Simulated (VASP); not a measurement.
# Li (Cmmm) in VASP: a series of runs

The runs below take Li through single point, relaxation of cell and atoms, with PBE.

Program: VASP 6.6.1. These are calculated values, not measurements. Logs are shortened: lines on timing, memory, paths and dates and some standing lists are left out, and cuts for length are marked.

## Step 1: The cell of the first run

The typed cell holds 1 atom: a = 2.936 Å, b = 2.936 Å, c = 2.715 Å, α = 90.00°, β = 90.00°, γ = 120.02°.

The cell was built from a structure type or drawn by symmetry, and may not be a known phase.

## Step 2: Single point, PBE

INCAR

```
SYSTEM = Li
  PREC = Accurate
  ENCUT = 520
  EDIFF = 1E-7
  ISMEAR = 0
  SIGMA = 0.1
  LREAL = .False.
  LASPH = .True.
  NELM = 80
  ALGO = Fast
  ISIF = 2
  LWAVE = .False.
  LCHARG = .False.
  GGA = PE
  NBANDS = 8
```

KPOINTS

```
regular mesh
0
Gamma
  22 22 20
  0 0 0
```

POSCAR

```
Li
1.0
    1.4676600936     -2.5428994923      0.0000000000
    1.4676600936      2.5428994923      0.0000000000
    0.0000000000      0.0000000000      2.7146078826
Li
1
Direct
    0.0000000000      0.0000000000      0.0000000000
```

Potentials or basis: VASP PAW PBE potentials, release 64 (Li_sv).

Started as:

```bash
cat potpaw_PBE.64/Li_sv/POTCAR > POTCAR
mpirun -np 1 vasp_std > vasp.out
```

OUTCAR:

```text
SYSTEM = Li
   PREC = Accurate
   ENCUT = 520
   EDIFF = 1E-7
   ISMEAR = 0
   LREAL = .False.
   LASPH = .True.
   NELM = 80
   ISIF = 2
   GGA = PE

 ion  position               nearest neighbor table
   1  0.000  0.000  0.000-

  LATTYP: Found a base centered orthorhombic cell.
 ALAT       =     2.9353201872
 B/A-ratio  =     1.7326215405
 C/A-ratio  =     0.9248080991

  Lattice vectors:

 A1 = (   1.4676600936,  -2.5428994923,   0.0000000000)
 A2 = (   1.4676600936,   2.5428994923,   0.0000000000)
 A3 = (   0.0000000000,   0.0000000000,   2.7146078826)

Analysis of symmetry for initial positions (statically):
=====================================================================
 Subroutine PRICEL returns:
 Original cell was already a primitive cell.

 Routine SETGRP: Setting up the symmetry group for a
 base centered orthorhombic supercell.

 Subroutine GETGRP returns: Found  8 space group operations
 (whereof  8 operations were pure point group operations)
 out of a pool of  8 trial point group operations.

The static configuration has the point symmetry D_2h.

Analysis of symmetry for dynamics (positions and initial velocities):
=====================================================================
 Subroutine PRICEL returns:
 Original cell was already a primitive cell.

 Routine SETGRP: Setting up the symmetry group for a
 base centered orthorhombic supercell.

 Subroutine GETGRP returns: Found  8 space group operations
 (whereof  8 operations were pure point group operations)
 out of a pool of  8 trial point group operations.

The dynamic configuration has the point symmetry D_2h.

 Subroutine INISYM returns: Found  8 space group operations
 (whereof  8 operations are pure point group operations),
 and found     1 'primitive' translations

----------------------------------------------------------------------------------------

                                     Primitive cell

  volume of cell :      20.2624

  direct lattice vectors                    reciprocal lattice vectors
     1.467660094 -2.542899492  0.000000000     0.340678337 -0.196625939  0.000000000
     1.467660094  2.542899492  0.000000000     0.340678337  0.196625939  0.000000000
     0.000000000  0.000000000  2.714607883     0.000000000  0.000000000  0.368377329

  length of vectors
     2.936045636  2.936045636  2.714607883     0.393349068  0.393349068  0.368377329

  position of ions in fractional coordinates (direct lattice)
     0.000000000  0.000000000  0.000000000

  ion indices of the primitive-cell ions
   primitive index   ion index
                 1           1

----------------------------------------------------------------------------------------

 KPOINTS: regular mesh

Automatic generation of k-mesh.
 Grid dimensions read from file:
 generate k-points for:   22   22   20

 Generating k-lattice:

  Cartesian coordinates                     Fractional coordinates (reciprocal lattice)
     0.015485379 -0.008937543  0.000000000     0.045454545  0.000000000  0.000000000
     0.015485379  0.008937543  0.000000000     0.000000000  0.045454545  0.000000000
     0.000000000  0.000000000  0.018418866     0.000000000  0.000000000  0.050000000

  Length of vectors
     0.017879503  0.017879503  0.018418866

  Shift w.r.t. Gamma in fractional coordinates (k-lattice)
     0.000000000  0.000000000  0.000000000

 Subroutine IBZKPT returns following result:
 ===========================================

 Found   1463 irreducible k-points:

 Following reciprocal coordinates:
            Coordinates               Weight
  0.000000  0.000000  0.000000      1.000000
  0.045455  0.000000  0.000000      4.000000
  0.090909  0.000000  0.000000      4.000000
  0.136364  0.000000  0.000000      4.000000
  0.181818  0.000000  0.000000      4.000000
  0.227273  0.000000  0.000000      4.000000
[... 16 lines left out ...]
  0.500000  0.045455  0.000000      4.000000
 -0.454545  0.045455  0.000000      4.000000
 [... further k-points ...]
   k-points           NKPTS =   1463   k-points in BZ     NKDIM =   1463   number of bands    NBANDS=      8
   number of dos      NEDOS =    301   number of ions     NIONS =      1
   total plane-waves  NPLWV =  11520
   dimension x,y,z NGX =    24 NGY =   24 NGZ =   20
   dimension x,y,z NGXF=    48 NGYF=   48 NGZF=   40
   ions per type =               1
   NGX,Y,Z   is equivalent  to a cutoff of  13.59, 13.59, 12.25 a.u.
   NGXF,Y,Z  is equivalent  to a cutoff of  27.18, 27.18, 24.50 a.u.
 SYSTEM =  Li
   PREC   = accura    normal or accurate (medium, high low for compatibility)
   ISTART =      0    job   : 0-new  1-cont  2-samecut
   ICHARG =      2    charge: 1-file 2-atom 10-const
   ISPIN  =      1    spin polarized calculation?
   LNONCOLLINEAR =      F non collinear calculations
   LSORBIT =      F    spin-orbit coupling
   LASPH  =      T    aspherical Exc in radial PAW
   ENCUT  =  520.0 eV  38.22 Ry    6.18 a.u.   5.46  5.46  5.05*2*pi/ulx,y,z
   NELM   =     80;   NELMIN=  2; NELMDL= -5     # of ELM steps
   EDIFF  = 0.1E-06   stopping-criterion for ELM
   LREAL  =      F    real-space projection
   EDIFFG = 0.1E-05   stopping-criterion for IOM
   NSW    =      0    number of steps for IOM
   IBRION =     -1    ionic relax: 0-MD 1-quasi-New 2-CG
   NFREE  =      0    steps in history (QN), initial steepest desc. (CG)
   ISIF   =      2    stress and relaxation
   ISYM   =      2    0-nonsym 1-usesym 2-fastsym
   POTIM  = 0.5000    time-step for ionic-motion
   TEBEG  =    0.0;   TEEND  =   0.0 temperature during run
   PSTRESS=    0.0 pullay stress
   NELECT =       3.0000    total number of electrons
   NUPDOWN=      -1.0000    fix difference up-down
   EMIN   =  10.00;   EMAX   =-10.00  energy-range for DOS
   EFERMI =   0.00;   METHOD = LEGACY
   ISMEAR =     0;   SIGMA  =   0.10  broadening in eV -4-tet -1-fermi 0-gaus
   EFERMI_NEDOS =   21; number of points for ismear=-14 and -15
   IALGO  =     68    algorithm
   IMIX   =      4    mixing-type and parameters
     AMIX     =   0.40;   BMIX     =  1.00
     AMIX_MAG =   1.60;   BMIX_MAG =  1.00
  volume/ion in A,a.u.               =      20.26       136.74
  Fermi-wavevector in a.u.,A,eV,Ry     =   0.866067  1.636629 10.205342  0.750071
  Thomas-Fermi vector in A             =   1.984402
   LORBIT       =      0    0 simple, 1 ext, 2 COOP (PROOUT), +10 PAW based schemes
   GGA     = PE    functional components
   LHFCALC =     F    Hartree Fock is set to
   AEXX    =    0.0000 exact exchange contribution
   IVDW    =     0    specifies the selected vdW correction
   LEPSILON=     F    determine dielectric tensor
   LRPA    =     F    only Hartree local field effects (RPA)
 non-spin polarized calculation
 RMM-DIIS sequential band-by-band and
 Gauss-broadening in eV      SIGMA  =   0.10
  energy-cutoff  :      520.00
  volume of cell :       20.26
 maximum number of plane-waves:       574
 NGX is ok and might be reduce to    24
   NGX = 11   NGY = 11   NGZ = 11

 number of electron       3.0000005 magnetization

 Free energy of the ion-electron system (eV)
  ---------------------------------------------------
  ext. energy  EPLUGINS =         0.00000000
  ---------------------------------------------------
  free energy    TOTEN  =        -1.84145378 eV

  energy without entropy =       -1.83943107  energy(sigma->0) =       -1.84044242

 E-fermi :   0.5767     XC(G=0):  -7.0444

 val. band max:        0.5663697554   @ k =   0.4545   0.0909   0.0000
 cond. band min:       0.6000573062   @ k =   0.5000   0.4545   0.1000
 fundamental gap:      0.0336875508
 Fermi energy:         0.5766665990

 k-point     1 :       0.0000    0.0000    0.0000
  band No.  band energies     occupation
      1     -46.0678      2.00000
      2      -2.9156      2.00000
      3      12.8377      0.00000
      4      14.1214      0.00000
      5      14.1268      0.00000
      6      15.5924      0.00000
      7      18.3690      0.00000
      8      18.3772      0.00000

 k-point     2 :       0.0455    0.0000    0.0000
  band No.  band energies     occupation
      1     -46.0675      2.00000
      2      -2.8804      2.00000
      3      12.8802      0.00000
      4      13.6423      0.00000
      5      13.9254      0.00000
      6      15.8563      0.00000
      7      17.5221      0.00000
      8      18.6606      0.00000

 k-point     3 :       0.0909    0.0000    0.0000
  band No.  band energies     occupation
      1     -46.0663      2.00000
      2      -2.7741      2.00000
      3      12.6263      0.00000
      4      13.0074      0.00000
      5      13.4510      0.00000
      6      15.8695      0.00000
      7      17.1905      0.00000
      8      19.4116      0.00000

 k-point     4 :       0.1364    0.0000    0.0000
  band No.  band energies     occupation
      1     -46.0644      2.00000
      2      -2.5972      2.00000
      3      11.3916      0.00000
      4      12.8757      0.00000
      5      13.2179      0.00000
      6      15.3710      0.00000
      7      17.7028      0.00000
      8      20.4463      0.00000

 k-point     5 :       0.1818    0.0000    0.0000
  band No.  band energies     occupation
      1     -46.0621      2.00000
      2      -2.3500      2.00000
      3      10.0794      0.00000
      4      12.2992      0.00000
      5      13.5091      0.00000
      6      14.9245      0.00000
      7      18.3738      0.00000
      8      21.6621      0.00000
[... 177 lines left out ...]
 k-point    22 :       0.4545    0.0455    0.0000
  band No.  band energies     occupation
      1     -46.0481      2.00000
      2       0.4073      1.98339
      3       3.4642      0.00000
      4       9.8599      0.00000
      5      14.4380      0.00000
      6      16.3611      0.00000
      7      20.5265      0.00000
      8      21.4151      0.00000

 k-point    23 :       0.5000    0.0455    0.0000
  band No.  band energies     occupation
      1     -46.0481      2.00000
      2       0.4072      1.98345
      3       3.4642      0.00000
      4       9.8596      0.00000
      5      14.4382      0.00000
      6      16.3610      0.00000
      7      20.5265      0.00000
      8      21.4152      0.00000

 k-point    24 :      -0.4545    0.0455    0.0000
  band No.  band energies     occupation
      1     -46.0489      2.00000
      2       0.0589      2.00000
      3       3.9802      0.00000
      4       9.9430      0.00000
      5      14.4619      0.00000
      6      16.0704      0.00000
      7      20.4881      0.00000
      8      21.8734      0.00000

 [... further k-points ...]

------------------------ aborting loop because EDIFF is reached ----------------------------------------

  FORCE on cell =-STRESS in cart. coord.  units (eV):
  Direction    XX          YY          ZZ          XY          YZ          ZX
  --------------------------------------------------------------------------------------
  -------------------------------------------------------------------------------------
  Total        0.0011520      0.0005773     -0.0032131      0.0000000      0.0000000      0.0000000
  in kB        0.0910938      0.0456484     -0.2540648      0.0000000      0.0000000      0.0000000
  external PRESSURE =      -0.0391076 kB  Pullay stress =       0.0000000 kB

 VOLUME and BASIS-vectors are now :
 -----------------------------------------------------------------------------
  energy-cutoff  :      520.00
  volume of cell :       20.26
      direct lattice vectors                 reciprocal lattice vectors
     1.467660094 -2.542899492  0.000000000     0.340678337 -0.196625939  0.000000000
     1.467660094  2.542899492  0.000000000     0.340678337  0.196625939  0.000000000
     0.000000000  0.000000000  2.714607883     0.000000000  0.000000000  0.368377329

 POSITION                                       TOTAL-FORCE (eV/Angst)
 -----------------------------------------------------------------------------------
      0.00000      0.00000      0.00000         0.000000      0.000000      0.000000
 -----------------------------------------------------------------------------------
    total drift:                                0.000000     -0.000000     -0.000000

  FREE ENERGIE OF THE ION-ELECTRON SYSTEM (eV)
  ---------------------------------------------------
  free  energy   TOTEN  =        -1.8414537771 eV

  energy  without entropy=       -1.8394310699  energy(sigma->0) =       -1.84044242
```

It took 5.4 min on 1 thread of AMD EPYC 7R13, shared host; peak memory 0.26 GiB.

Results:

```
Free energy            : -1.8415 eV
Band gap on the k mesh : zero (an odd number of electrons rules out a gap without spin polarisation)
```

Caveat: the cutoff is under 1.25 times the usual one of these potentials, so pressure, stress and relaxed cells hold a basis-set (Pulay) error.

## Step 3: Relaxation of cell and atoms, PBE

This run uses another cell than the first one, of 20.15 Å³/atom.

INCAR

```
ALGO = Fast ; EDIFF = 1E-7
EDIFFG = -0.01 ; ENCUT = 600
GGA = PE ; IBRION = 2
ISIF = 3 ; ISMEAR = 0
LASPH = T ; LCHARG = F
LREAL = F ; LWAVE = F
NELM = 60 ; NSW = 100
PREC = Accurate ; SIGMA = 0.1
```

KPOINTS

```
k-points
0
Gamma
  22 22 20
```

POSCAR

```
Li
1.0
    1.4408251307     -2.5977178375      0.0000000000
    1.4408251307      2.5977178375      0.0000000000
    0.0000000000      0.0000000000      2.6913198476
Li
1
Direct
    0.0000000000      0.0000000000      0.0000000000
```

Potentials or basis: VASP PAW PBE potentials, release 64 (Li_sv).

Started as:

```bash
cat potpaw_PBE.64/Li_sv/POTCAR > POTCAR
mpirun -np 1 vasp_std > vasp.out
```

OUTCAR:

```text
EDIFF = 1E-7
   EDIFFG = -0.01
   ENCUT = 600
   GGA = PE
   IBRION = 2
   ISIF = 3
   ISMEAR = 0
   LASPH = T
   LREAL = F
   NELM = 60
   NSW = 100
   PREC = Accurate

 ion  position               nearest neighbor table
   1  0.000  0.000  0.000-

  LATTYP: Found a base centered orthorhombic cell.
 ALAT       =     2.8816502614
 B/A-ratio  =     1.8029376238
 C/A-ratio  =     0.9339508974

  Lattice vectors:

 A1 = (   1.4408251307,  -2.5977178375,   0.0000000000)
 A2 = (   1.4408251307,   2.5977178375,   0.0000000000)
 A3 = (   0.0000000000,   0.0000000000,   2.6913198476)

Analysis of symmetry for initial positions (statically):
=====================================================================
 Subroutine PRICEL returns:
 Original cell was already a primitive cell.

 Routine SETGRP: Setting up the symmetry group for a
 base centered orthorhombic supercell.

 Subroutine GETGRP returns: Found  8 space group operations
 (whereof  8 operations were pure point group operations)
 out of a pool of  8 trial point group operations.
[... 169 lines left out ...]
  --------------------------------------------------------------------------------------
  -------------------------------------------------------------------------------------
  Total        0.0339496     -0.1024371      0.0474665     -0.0000000      0.0000000      0.0000000
  in kB        2.6998949     -8.1464662      3.7748440     -0.0000000      0.0000000      0.0000000
  external PRESSURE =      -0.5572424 kB  Pullay stress =       0.0000000 kB
[... 127 lines left out ...]
--------------------------------------- Ionic step        5  -------------------------------------------

 number of electron       3.0000004 magnetization

 Free energy of the ion-electron system (eV)
  ---------------------------------------------------
  ext. energy  EPLUGINS =         0.00000000
  ---------------------------------------------------
  free energy    TOTEN  =        -1.84116029 eV

  energy without entropy =       -1.83914515  energy(sigma->0) =       -1.84015272

 E-fermi :   0.6021     XC(G=0):  -7.0670

 val. band max:        0.5894069617   @ k =   0.3182   0.0455   0.3000
 cond. band min:       0.6185869804   @ k =   0.5000   0.4545   0.1000
 fundamental gap:      0.0291800187
 Fermi energy:         0.6020988890

 k-point     1 :       0.0000    0.0000    0.0000
  band No.  band energies     occupation
      1     -46.0158      2.00000
      2      -2.9019      2.00000
      3      12.9548      0.00000
      4      14.2240      0.00000
      5      14.2449      0.00000
[... 177 lines left out ...]
 k-point    24 :      -0.4545    0.0455    0.0000
  band No.  band energies     occupation
      1     -45.9964      2.00000
      2       0.0812      2.00000
      3       4.0380      0.00000
      4      10.0179      0.00000
      5      14.5664      0.00000

 [... further k-points ...]

------------------------ aborting loop because EDIFF is reached ----------------------------------------

  FORCE on cell =-STRESS in cart. coord.  units (eV):
  Direction    XX          YY          ZZ          XY          YZ          ZX
  --------------------------------------------------------------------------------------
  -------------------------------------------------------------------------------------
  Total        0.0043103     -0.0017886      0.0001937     -0.0000000      0.0000000      0.0000000
  in kB        0.3440452     -0.1427652      0.0154603     -0.0000000      0.0000000      0.0000000
  external PRESSURE =       0.0722468 kB  Pullay stress =       0.0000000 kB
[... 16 lines left out ...]
  FREE ENERGIE OF THE ION-ELECTRON SYSTEM (eV)
  ---------------------------------------------------
  free  energy   TOTEN  =        -1.8411602884 eV

  energy  without entropy=       -1.8391451530  energy(sigma->0) =       -1.84015272

 reached required accuracy - stopping structural energy minimisation
```

CONTCAR:

```text
Li
   1.00000000000000
     1.4625819611003348   -2.5365864281375945    0.0000000000000000
     1.4625819611003348    2.5365864281375945    0.0000000000000000
     0.0000000000000000    0.0000000000000000    2.7052208484007392
  Li
     1
Direct
     0.0000000000000000    0.0000000000000000    0.0000000000000000

  0.00000000E+00  0.00000000E+00  0.00000000E+00
```

Wall time 7.4 min (1 thread of AMD EPYC 7R13, shared host); peak memory 0.26 GiB.

Results:

```yaml
Free_energy: -1.8412 eV
Relaxed_volume: 20.07 Å³/atom
Relaxed_cell: a = 2.928 Å, b = 2.928 Å, c = 2.705 Å, α = 90.00°, β = 90.00°, γ = 120.06°
Space_group_after_relaxing_to_0.1_Å: P6/mmm (No. 191)
Energy_gained_by_relaxing: 1.6 meV/atom
Ionic_steps: 5
Pressure_after_relaxing: 0.0 GPa
Band_gap_on_the_k_mesh: zero (an odd number of electrons rules out a gap without spin polarisation)
```

Step by step:
| step | energy change (eV) | largest force (eV/Å) | pressure (GPa) | volume (Å³) |
| --- | --- | --- | --- | --- |
| 1 | 0.0000 | 0.0000 | -0.06 | 20.15 |
| 2 | -0.0006 | 0.0000 | -0.03 | 20.13 |
| 3 | -0.0014 | 0.0000 | 0.02 | 20.06 |
| 4 | -0.0015 | 0.0000 | 0.02 | 20.07 |
| 5 | -0.0016 | 0.0000 | 0.01 | 20.07 |

Final structure:
```
Li
1.0
     1.46258   -2.53659    0.00000
     1.46258    2.53659    0.00000
     0.00000    0.00000    2.70522
Li
1
Direct
  0.00000 0.00000 0.00000
```

Caveat: the cutoff is under 1.25 times the usual one of these potentials, so pressure, stress and relaxed cells hold a basis-set (Pulay) error.
